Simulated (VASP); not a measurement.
Set up this calculation in VASP 6.6.1, as the native input.

```yaml
Task: single point
Functional: r2SCAN
Potentials_or_basis: VASP PAW PBE potentials, release 64 (Ga_d, As)
Cutoff: 520 eV
k_mesh: 8 × 8 × 8
Occupations: gaussian, width 0.01 eV
Spin: no spin polarisation
Dipole_correction: no
Further_INCAR_settings: ALGO = Normal; EDIFF = 1e-07; NBANDS = 16
```

Crystal: GaAs.

```xyz
2
Lattice="0.0000 2.8331 2.8331 2.8473 0.0000 2.8331 2.8473 2.8331 0.0000" Properties=species:S:1:pos:R:3 pbc="T T T"
Ga    0.0000    0.0000    0.0000
As    1.4236    1.4165    1.4165
```

This cell differs from its parent crystal: uniaxial x strain +0.5%.

These files were run (other wordings do the same):

POSCAR

```
GaAs
1.0
    0.0000000000      2.8330850953      2.8330850953
    2.8472505207      0.0000000000      2.8330850953
    2.8472505207      2.8330850953      0.0000000000
Ga As
1 1
Direct
    0.0000000000      0.0000000000      0.0000000000
    0.2500000000      0.2500000000      0.2500000000
```

INCAR.step1

```
SYSTEM = GaAs
ALGO     = Normal         ! electronic algorithm
EDIFF    = 1E-4           ! SCF threshold, eV
ENCUT    = 520            ! plane-wave cutoff, eV
GGA      = PE             ! functional
ISMEAR   = 0              ! smearing method
LASPH    = .True.         ! aspherical terms in the spheres
LCHARG   = .False.        ! write CHGCAR
LREAL    = .False.        ! projectors in reciprocal space
LWAVE    = .True.         ! write WAVECAR
NBANDS   = 16             ! bands
NELM     = 80             ! most SCF steps
PREC     = Accurate       ! precision mode
SIGMA    = 0.01           ! smearing width, eV
```

INCAR.step2

```
SYSTEM = GaAs
ALGO     = Normal         ! electronic algorithm
EDIFF    = 1E-7           ! SCF threshold, eV
ENCUT    = 520            ! plane-wave cutoff, eV
ISIF     = 2              ! what is computed and relaxed
ISMEAR   = 0              ! smearing method
ISTART   = 1            
LASPH    = .True.         ! aspherical terms in the spheres
LCHARG   = .False.        ! write CHGCAR
LMIXTAU  = .True.       
LREAL    = .False.        ! projectors in reciprocal space
LWAVE    = .False.        ! write WAVECAR
METAGGA  = R2SCAN         ! meta-GGA
NBANDS   = 16             ! bands
NELM     = 80             ! most SCF steps
PREC     = Accurate       ! precision mode
SIGMA    = 0.01           ! smearing width, eV
```

KPOINTS

```
k-points
0
Gamma
  8 8 8
  0 0 0
```

Potentials or basis: VASP PAW PBE potentials, release 64 (Ga_d, As).

Command:

```sh
$ cat potpaw_PBE.64/Ga_d/POTCAR potpaw_PBE.64/As/POTCAR > POTCAR
$ cp INCAR.step1 INCAR
$ mpirun -np 1 vasp_std > vasp.out
$ cp INCAR.step2 INCAR
$ mpirun -np 1 vasp_std > vasp.out
```

Results of the run:

```
Pressure               : -0.2 GPa
Band gap on the k mesh : 0.89 eV, direct
```

Caveat: the cell differs from its parent crystal (uniaxial x strain +0.5%); the PAW data sets were made with another functional, which shifts forces and pressure a little.

Wall time 100 s on 1 thread of Intel(R) Xeon(R) 6975P-C (Granite Rapids) (shared host), peak memory 0.2 GiB.
